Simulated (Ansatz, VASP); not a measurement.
**Hf4Te: VASP beside Ansatz**

File INCAR:

```
SYSTEM = Hf4Te
PREC = Accurate
ENCUT = 520
EDIFF = 1E-6
ISMEAR = 0
SIGMA = 0.1
LREAL = .False.
LASPH = .True.
NELM = 80
ALGO = Normal
ISIF = 2
LWAVE = .False.
LCHARG = .False.
GGA = PE
NBANDS = 31
```

Contents of KPOINTS:

```
Automatic mesh
0
Gamma
  4 4 4
  0 0 0
```

File POSCAR:

```
Hf4Te
1.0
   -3.0683992800      3.0683992800      3.0683992800
    3.0683992800     -3.0683992800      3.0683992800
    3.0683992800      3.0683992800     -3.0683992800
Hf Te
4 1
Direct
    0.0000000000      0.0000000000      0.5000000000
    0.0000000000      0.5000000000      0.0000000000
    0.5000000000      0.0000000000      0.0000000000
    0.5000000000      0.5000000000      0.5000000000
    0.0000000000      0.0000000000      0.0000000000
```

Input for Ansatz:

```yaml
crystal:
  lattice:
    - [-3.06839928, 3.06839928, 3.06839928]
    - [3.06839928, -3.06839928, 3.06839928]
    - [3.06839928, 3.06839928, -3.06839928]
  atoms:
    - { symbol: Hf, position: [0.0, 0.0, 0.5] }
    - { symbol: Hf, position: [0.0, 0.5, 0.0] }
    - { symbol: Hf, position: [0.5, 0.0, 0.0] }
    - { symbol: Hf, position: [0.5, 0.5, 0.5] }
    - { symbol: Te, position: [0.0, 0.0, 0.0] }
basis:
  ecutwfc: 420
kpoints:
  mp_grid: { grid: [4, 4, 4] }
hamiltonian:
  xc: pbe
scf:
  occupations: { method: gaussian, width: 0.1 }
  lower_state_search: "off"
output:
  forces: true
  stress: true
  eigenvalues: true
```

Change from the starting cell: species swapped into the CrGa4 type (Im-3m, No. 229).

Alike in both runs: task single point; functional PBE; k mesh 4 × 4 × 4; occupations gaussian, width 0.1 eV; no spin polarisation.

|  | VASP | Ansatz |
| --- | --- | --- |
| version | VASP 6.6.1 | Ansatz 0.2.0 |
| potentials or method | VASP PAW PBE potentials, release 64 (Hf_pv, Te), cutoff 520 eV | scalar-relativistic, plane waves, PAW |
| valence electrons in the cell | 46 | 120 |

|  | VASP | Ansatz | Ansatz less VASP |
| --- | --- | --- | --- |
| gap on the k mesh at the Fermi level (eV) | none | none | - |
| pressure (GPa) | 17.7 | 17.8 | +0.12 |

A gap of «none» marks a metal or a gap that the smearing closes. VASP's potentials hold 46 valence electrons a cell and Ansatz's 120, so a difference there can come from the potentials and not from the codes.

The k mesh is coarse, so the values compare programs but aren't converged. Spin-orbit coupling is off throughout.
